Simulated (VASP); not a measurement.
# BaH4 (R-3m) in VASP: notebook

Runs on BaH4. Level: PBE. Tasks: relaxation of shape and atoms at fixed volume.

All numbers are computed with VASP 6.6.1; they aren't measurements. Logs are shortened: lines on timing, memory, paths and dates and some standing lists are left out, and cuts for length are marked.

**1. The cell of the first run**

Symmetry: R-3m, No. 166, trigonal system. Conventional cell: a = 4.403 Å, b = 4.403 Å, c = 10.109 Å, α = 90.00°, β = 90.00°, γ = 120.00°. Within 3.5 Å of Ba (site symmetry -3m) lie 20 H at 2.64 to 3.28 Å. H (site symmetry 3m) has 11 H at 2.03 to 2.93 Å and 4 Ba at 2.64 Å within 3.0 Å. Within 1.0 Å of H (site symmetry 3m) lie 1 H at 0.77 Å.

**2. Relaxation of shape and atoms at fixed volume, PBE (11.31 Å³/atom)**

The input, INCAR:

```
SYSTEM = BaH4
ALGO = Normal ; EDIFF = 1E-6
EDIFFG = -0.01 ; ENCUT = 600
GGA = PE ; IBRION = 2
ISIF = 4 ; ISMEAR = 0
LASPH = .True. ; LCHARG = .False.
LREAL = .False. ; LWAVE = .False.
NELM = 60 ; NSW = 50
PREC = Accurate ; SIGMA = 0.02
```

The input, KPOINTS:

```
k-points
0
Gamma
  6 6 6
  0 0 0
```

The input, POSCAR:

```
BaH4
1.0
    2.2015001711      1.2710367163      3.3695345353
   -2.2015001711      1.2710367163      3.3695345353
    0.0000000000     -2.5420734329      3.3695345352
Ba H
1 4
Direct
    0.0000000000      0.0000000000      0.0000000000
    0.7387911299      0.7387911299      0.7387911299
    0.2612088701      0.2612088701      0.2612088701
    0.4621000366      0.4621000366      0.4621000366
    0.5378999634      0.5378999634      0.5378999634
```

Potentials or basis: VASP PAW PBE potentials, release 64 (Ba_sv, H).

The run is started by

```
$ cat potpaw_PBE.64/Ba_sv/POTCAR potpaw_PBE.64/H/POTCAR > POTCAR
$ mpirun -np 1 vasp_std > vasp.out
```

OUTCAR:

```text
SYSTEM = BaH4
   EDIFF = 1E-6
   EDIFFG = -0.01
   ENCUT = 600
   GGA = PE
   IBRION = 2
   ISIF = 4
   ISMEAR = 0
   LASPH = .True.
   LREAL = .False.
   NELM = 60
   NSW = 50
   PREC = Accurate

 ion  position               nearest neighbor table
   1  0.000  0.000  0.000-   2 2.64   3 2.64   2 2.64   3 2.64   2 2.64   2 2.64   3 2.64   3 2.64

   2  0.739  0.739  0.739-   1 2.64   1 2.64   1 2.64   1 2.64
   3  0.261  0.261  0.261-   1 2.64   1 2.64   1 2.64   1 2.64
   4  0.462  0.462  0.462-   5 0.77
   5  0.538  0.538  0.538-   4 0.77

  LATTYP: Found a trigonal (rhomboedric) cell.
 ALAT       =     4.2208885702
 COS(alpha) =     0.4559238752

  Lattice vectors:

 A1 = (   2.2015001711,   1.2710367163,   3.3695345353)
 A2 = (  -2.2015001711,   1.2710367163,   3.3695345353)
 A3 = (   0.0000000000,  -2.5420734329,   3.3695345352)

Analysis of symmetry for initial positions (statically):
=====================================================================
 Subroutine PRICEL returns:
 Original cell was already a primitive cell.

 Routine SETGRP: Setting up the symmetry group for a
 trigonal (rhombohedral) supercell.

 Subroutine GETGRP returns: Found 12 space group operations
 (whereof 12 operations were pure point group operations)
 out of a pool of 12 trial point group operations.

The static configuration has the point symmetry D_3d.

Analysis of symmetry for dynamics (positions and initial velocities):
=====================================================================
 Subroutine PRICEL returns:
 Original cell was already a primitive cell.

 Routine SETGRP: Setting up the symmetry group for a
 trigonal (rhombohedral) supercell.

 Subroutine GETGRP returns: Found 12 space group operations
 (whereof 12 operations were pure point group operations)
 out of a pool of 12 trial point group operations.

The dynamic configuration has the point symmetry D_3d.

 Subroutine INISYM returns: Found 12 space group operations
 (whereof 12 operations are pure point group operations),
 and found     1 'primitive' translations

----------------------------------------------------------------------------------------

                                     Primitive cell

  volume of cell :      56.5715

  direct lattice vectors                    reciprocal lattice vectors
     2.201500171  1.271036716  3.369534535     0.227117857  0.131126556  0.098925632
    -2.201500171  1.271036716  3.369534535    -0.227117857  0.131126556  0.098925632
     0.000000000 -2.542073433  3.369534535     0.000000000 -0.262253111  0.098925632

  length of vectors
     4.220888570  4.220888570  4.220888570     0.280290876  0.280290876  0.280290876

  position of ions in fractional coordinates (direct lattice)
     0.000000000  0.000000000  0.000000000
     0.738791130  0.738791130  0.738791130
     0.261208870  0.261208870  0.261208870
     0.462100037  0.462100037  0.462100037
     0.537899963  0.537899963  0.537899963

  ion indices of the primitive-cell ions
   primitive index   ion index
                 1           1
                 2           2
                 3           3
                 4           4
                 5           5

----------------------------------------------------------------------------------------

 KPOINTS: k-points

Automatic generation of k-mesh.
 Grid dimensions read from file:
 generate k-points for:    6    6    6

 Generating k-lattice:

  Cartesian coordinates                     Fractional coordinates (reciprocal lattice)
     0.037852976  0.021854426  0.016487605     0.166666667  0.000000000  0.000000000
    -0.037852976  0.021854426  0.016487605     0.000000000  0.166666667  0.000000000
     0.000000000 -0.043708852  0.016487605    -0.000000000 -0.000000000  0.166666667

  Length of vectors
     0.046715146  0.046715146  0.046715146

  Shift w.r.t. Gamma in fractional coordinates (k-lattice)
     0.000000000  0.000000000  0.000000000

 Subroutine IBZKPT returns following result:
 ===========================================

 Found     32 irreducible k-points:

 Following reciprocal coordinates:
            Coordinates               Weight
  0.000000  0.000000  0.000000      1.000000
  0.166667 -0.000000 -0.000000      6.000000
  0.333333 -0.000000  0.000000      6.000000
  0.500000 -0.000000 -0.000000      3.000000
  0.166667  0.166667 -0.000000      6.000000
  0.333333  0.166667 -0.000000     12.000000
[... 16 lines left out ...]
  0.500000  0.500000  0.166667      6.000000
 -0.333333  0.500000  0.166667     12.000000
 [... further k-points ...]
   k-points           NKPTS =     32   k-points in BZ     NKDIM =     32   number of bands    NBANDS=     11
   number of dos      NEDOS =    301   number of ions     NIONS =      5
   total plane-waves  NPLWV =  46656
   dimension x,y,z NGX =    36 NGY =   36 NGZ =   36
   dimension x,y,z NGXF=    72 NGYF=   72 NGZF=   72
   ions per type =               1   4
   NGX,Y,Z   is equivalent  to a cutoff of  14.18, 14.18, 14.18 a.u.
   NGXF,Y,Z  is equivalent  to a cutoff of  28.36, 28.36, 28.36 a.u.
 SYSTEM =  BaH4
   PREC   = accura    normal or accurate (medium, high low for compatibility)
   ISTART =      0    job   : 0-new  1-cont  2-samecut
   ICHARG =      2    charge: 1-file 2-atom 10-const
   ISPIN  =      1    spin polarized calculation?
   LNONCOLLINEAR =      F non collinear calculations
   LSORBIT =      F    spin-orbit coupling
   LASPH  =      T    aspherical Exc in radial PAW
   ENCUT  =  600.0 eV  44.10 Ry    6.64 a.u.   8.43  8.43  8.43*2*pi/ulx,y,z
   NELM   =     60;   NELMIN=  2; NELMDL= -5     # of ELM steps
   EDIFF  = 0.1E-05   stopping-criterion for ELM
   LREAL  =      F    real-space projection
   EDIFFG = -.1E-01   stopping-criterion for IOM
   NSW    =     50    number of steps for IOM
   IBRION =      2    ionic relax: 0-MD 1-quasi-New 2-CG
   NFREE  =      1    steps in history (QN), initial steepest desc. (CG)
   ISIF   =      4    stress and relaxation
   ISYM   =      2    0-nonsym 1-usesym 2-fastsym
   POTIM  = 0.5000    time-step for ionic-motion
   TEBEG  =    0.0;   TEEND  =   0.0 temperature during run
   PSTRESS=    0.0 pullay stress
   NELECT =      14.0000    total number of electrons
   NUPDOWN=      -1.0000    fix difference up-down
   EMIN   =  10.00;   EMAX   =-10.00  energy-range for DOS
   EFERMI =   0.00;   METHOD = LEGACY
   ISMEAR =     0;   SIGMA  =   0.02  broadening in eV -4-tet -1-fermi 0-gaus
   EFERMI_NEDOS =   21; number of points for ismear=-14 and -15
   IALGO  =     38    algorithm
   IMIX   =      4    mixing-type and parameters
     AMIX     =   0.40;   BMIX     =  1.00
     AMIX_MAG =   1.60;   BMIX_MAG =  1.00
  volume/ion in A,a.u.               =      11.31        76.35
  Fermi-wavevector in a.u.,A,eV,Ry     =   1.027823  1.942303 14.373458  1.056419
  Thomas-Fermi vector in A             =   2.161787
   LORBIT       =      0    0 simple, 1 ext, 2 COOP (PROOUT), +10 PAW based schemes
   GGA     = PE    functional components
   LHFCALC =     F    Hartree Fock is set to
   AEXX    =    0.0000 exact exchange contribution
   IVDW    =     0    specifies the selected vdW correction
   LEPSILON=     F    determine dielectric tensor
   LRPA    =     F    only Hartree local field effects (RPA)
 conjugate gradient relaxation of ions
 non-spin polarized calculation
 Gauss-broadening in eV      SIGMA  =   0.02
  energy-cutoff  :      600.00
  volume of cell :       56.57
 maximum number of plane-waves:      1903
 NGX is ok and might be reduce to    36
   NGX = 17   NGY = 17   NGZ = 17

--------------------------------------- Ionic step        1  -------------------------------------------

 number of electron      14.0000000 magnetization

 Free energy of the ion-electron system (eV)
  ---------------------------------------------------
  ext. energy  EPLUGINS =         0.00000000
  ---------------------------------------------------
  free energy    TOTEN  =       -16.65730057 eV

  energy without entropy =      -16.65730057  energy(sigma->0) =      -16.65730057

------------------------ aborting loop because EDIFF is reached ----------------------------------------

  FORCE on cell =-STRESS in cart. coord.  units (eV):
  Direction    XX          YY          ZZ          XY          YZ          ZX
  --------------------------------------------------------------------------------------
  -------------------------------------------------------------------------------------
  Total        1.9143548      1.9143548      2.0645156      0.0000000     -0.0000000      0.0000000
  in kB       54.2169436     54.2169436     58.4696868      0.0000000     -0.0000000      0.0000000
  external PRESSURE =      55.6345247 kB  Pullay stress =       0.0000000 kB
[... 258 lines left out ...]
  energy  without entropy=      -16.6583930819  energy(sigma->0) =      -16.65839308

--------------------------------------- Ionic step        8  -------------------------------------------

 number of electron      14.0000000 magnetization

 Free energy of the ion-electron system (eV)
  ---------------------------------------------------
  ext. energy  EPLUGINS =         0.00000000
  ---------------------------------------------------
  free energy    TOTEN  =       -16.65842148 eV

  energy without entropy =      -16.65842148  energy(sigma->0) =      -16.65842148

 E-fermi :   1.2079     XC(G=0):  -8.9288

 val. band max:        1.0199272302   @ k =   0.0000   0.0000   0.0000
 cond. band min:       3.5050153570   @ k =   0.5000  -0.0000  -0.0000
 fundamental gap:      2.4850881268
 Fermi energy:         1.2078761271

 k-point     1 :       0.0000    0.0000    0.0000
  band No.  band energies     occupation
      1     -25.4595      2.00000
      2     -10.3973      2.00000
      3     -10.3973      2.00000
      4     -10.3476      2.00000
      5      -6.9272      2.00000
      6      -0.3630      2.00000
      7       1.0199      2.00000
      8       4.2078      0.00000
      9       4.2078      0.00000
     10       4.8186      0.00000
     11       6.5225      0.00000
[... 309 lines left out ...]
 k-point    24 :      -0.3333    0.5000    0.1667
  band No.  band energies     occupation
      1     -25.3497      2.00000
      2     -11.1050      2.00000
      3     -10.8099      2.00000
      4     -10.7107      2.00000
      5      -6.2235      2.00000
      6      -0.9066      2.00000
      7      -0.1330      2.00000
      8       4.4696      0.00000
      9       6.5819      0.00000
     10       7.2116      0.00000
     11       8.2306      0.00000

 [... further k-points ...]

------------------------ aborting loop because EDIFF is reached ----------------------------------------

  FORCE on cell =-STRESS in cart. coord.  units (eV):
  Direction    XX          YY          ZZ          XY          YZ          ZX
  --------------------------------------------------------------------------------------
  -------------------------------------------------------------------------------------
  Total        1.8829966      1.8829966      1.8966602     -0.0000000     -0.0000000     -0.0000000
  in kB       53.3288413     53.3288413     53.7158109     -0.0000000     -0.0000000     -0.0000000
  external PRESSURE =      53.4578312 kB  Pullay stress =       0.0000000 kB
[... 20 lines left out ...]
  FREE ENERGIE OF THE ION-ELECTRON SYSTEM (eV)
  ---------------------------------------------------
  free  energy   TOTEN  =       -16.6584214820 eV

  energy  without entropy=      -16.6584214820  energy(sigma->0) =      -16.65842148

 reached required accuracy - stopping structural energy minimisation
```

Run time: 49 s. Hardware: 1 thread of AMD EPYC 9R45 (Zen 5), shared host; peak memory 0.18 GiB.

Results:

```
Free energy                  : -16.6584 eV
Energy gained by relaxing    : 0.2 meV/atom
Ionic steps                  : 8
Pressure after relaxing      : 5.3 GPa
Largest force after relaxing : 0.009 eV/Å
Band gap on the k mesh       : 2.49 eV (least direct gap 2.65 eV)
```

Forces on the atoms (eV/Å):
```
Ba   0.000  0.000  0.000
H    0.000  0.000 -0.009
H    0.000  0.000  0.009
H    0.000  0.000  0.005
H    0.000  0.000 -0.005
```

The path:
| step | energy change (eV) | largest force (eV/Å) | pressure (GPa) | volume (Å³) |
| --- | --- | --- | --- | --- |
| 1 | 0.0000 | 0.2344 | 5.56 | 56.57 |
| 2 | 0.0020 | 0.3843 | 5.06 | 56.57 |
| 3 | -0.0010 | 0.0121 | 5.38 | 56.57 |
| 4 | -0.0010 | 0.0123 | 5.37 | 56.57 |
| 5 | -0.0011 | 0.0126 | 5.36 | 56.57 |
| 6 | -0.0010 | 0.0132 | 5.34 | 56.57 |
| 7 | -0.0011 | 0.0126 | 5.35 | 56.57 |
| 8 | -0.0011 | 0.0093 | 5.35 | 56.57 |

Final structure:
```yaml
crystal:
  lattice:
    - [2.20379, 1.27236, 3.36253]
    - [-2.20379, 1.27236, 3.36253]
    - [0.00000, -2.54472, 3.36253]
  atoms:
    - { symbol: Ba, position: [0.00000, 0.00000, 0.00000] }
    - { symbol: H, position: [0.73836, 0.73836, 0.73836] }
    - { symbol: H, position: [0.26164, 0.26164, 0.26164] }
    - { symbol: H, position: [0.46157, 0.46157, 0.46157] }
    - { symbol: H, position: [0.53843, 0.53843, 0.53843] }
```

Caveat: spin-orbit coupling is left out, which moves the levels of the heavy elements.

**3. Relaxation of shape and atoms at fixed volume, PBE (12.09 Å³/atom)**

This run uses another cell than the first one, of 12.09 Å³/atom.

The input, INCAR:

```
SYSTEM = BaH4
PREC = Accurate
ENCUT = 600
EDIFF = 1E-7
ISMEAR = 0
SIGMA = 0.02
LREAL = .FALSE.
LASPH = .TRUE.
NELM = 100
ALGO = Normal
ISIF = 4
LWAVE = .FALSE.
LCHARG = .FALSE.
GGA = PE
IBRION = 2
NSW = 50
EDIFFG = -0.01
```

The input, KPOINTS:

```
Automatic mesh
0
G
  6 6 6
  0 0 0
```

The input, POSCAR:

```
BaH4
1.0
    2.2451792746      1.2962548585      3.4605927323
   -2.2451792746      1.2962548585      3.4605927323
    0.0000000000     -2.5925097171      3.4605927322
Ba H
1 4
Direct
    0.0000000000      0.0000000000      0.0000000000
    0.7404725933      0.7404725933      0.7404725933
    0.2595274067      0.2595274067      0.2595274067
    0.4632299450      0.4632299450      0.4632299450
    0.5367700550      0.5367700550      0.5367700550
```

Potentials or basis: VASP PAW PBE potentials, release 64 (Ba_sv, H).

The run is started by

```
$ cat potpaw_PBE.64/Ba_sv/POTCAR potpaw_PBE.64/H/POTCAR > POTCAR
$ mpirun -np 1 vasp_std > vasp.out
```

It took 60 s on 1 thread of AMD EPYC 9R45 (Zen 5), shared host; peak memory 0.19 GiB.

Results (log left out):

```yaml
Free_energy: -16.7528 eV
Energy_gained_by_relaxing: 0.2 meV/atom
Ionic_steps: 8
Pressure_after_relaxing: 2.6 GPa
Largest_force_after_relaxing: 0.008 eV/Å
Band_gap_on_the_k_mesh: 2.49 eV (least direct gap 2.79 eV)
```

Forces in eV/Å, atoms in the order of the input:
```
Ba   0.000  0.000  0.000
H    0.000  0.000 -0.008
H    0.000  0.000  0.008
H    0.000  0.000  0.007
H    0.000  0.000 -0.007
```

Step by step:
```
step  energy change (eV)  largest force (eV/Å)  pressure (GPa)  volume (Å³)
   1              0.0000                0.2266            2.75        60.43
   2              0.0021                0.3885            2.29        60.43
   3             -0.0009                0.0145            2.58        60.43
   4             -0.0009                0.0142            2.58        60.43
   5             -0.0010                0.0131            2.57        60.43
   6             -0.0010                0.0110            2.55        60.43
   7             -0.0011                0.0120            2.56        60.43
   8             -0.0011                0.0082            2.55        60.43
```

Final structure:
```yaml
crystal:
  lattice:
    - [2.24815, 1.29797, 3.45146]
    - [-2.24815, 1.29797, 3.45146]
    - [0.00000, -2.59594, 3.45146]
  atoms:
    - { symbol: Ba, position: [0.00000, 0.00000, 0.00000] }
    - { symbol: H, position: [0.73989, 0.73989, 0.73989] }
    - { symbol: H, position: [0.26011, 0.26011, 0.26011] }
    - { symbol: H, position: [0.46271, 0.46271, 0.46271] }
    - { symbol: H, position: [0.53729, 0.53729, 0.53729] }
```

Levels at points of the mesh, in eV from the valence-band top:
```tsv
k point	band 5	band 6	band 7	band 8	band 9	band 10
(0.00, 0.00, 0.00)	-7.80	-1.53	0.00	3.17	3.17	3.68
(0.50, 0.00, 0.00)	-6.76	-2.68	-0.30	2.49	2.90	6.21
(0.50, 0.50, 0.00)	-7.35	-2.11	-0.98	4.56	5.30	6.18
(0.50, 0.50, 0.50)	-6.77	-3.14	-0.32	2.73	2.73	6.33
```

Caveat: spin-orbit coupling is left out, which moves the levels of the heavy elements.

[end of part 1 of 2]
